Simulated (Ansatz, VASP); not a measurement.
## ZnCd4S in VASP and in Ansatz

```
CELL_PARAMETERS angstrom
4.45127 0.00000 0.00000
0.00000 4.45127 0.00000
0.00000 0.00000 7.17334
ATOMIC_POSITIONS crystal
Zn 0.00000 0.00000 0.00000
Cd 0.50000 0.00000 0.76812
Cd 0.00000 0.50000 0.23188
Cd 0.50000 0.00000 0.23188
Cd 0.00000 0.50000 0.76812
S 0.50000 0.50000 0.50000
```

Change from the starting cell: species swapped into the GdYH4 type (P4/mmm, No. 123).

Alike in both runs: functional PBE; k mesh 8 × 8 × 6; occupations gaussian, width 0.1 eV; no spin polarisation.

Ansatz relaxed the structure, and its values are those at the end. VASP's run is a single point on that final structure, the one shown.

|  | VASP | Ansatz |
| --- | --- | --- |
| version | VASP 6.6.1 | Ansatz 0.2.0 |
| potentials or method | VASP PAW PBE potentials, release 64 (Zn, Cd, S), cutoff 520 eV | scalar-relativistic, plane waves, PAW |
| valence electrons in the cell | 66 | 98 |

|  | VASP | Ansatz | Ansatz less VASP |
| --- | --- | --- | --- |
| gap on the k mesh at the Fermi level (eV) | none | none | - |
| pressure (GPa) | 0.2 | 0.0 | -0.24 |

A gap of «none» marks a metal or a gap that the smearing closes. VASP's potentials hold 66 valence electrons a cell and Ansatz's 98, so a difference there can come from the potentials and not from the codes.
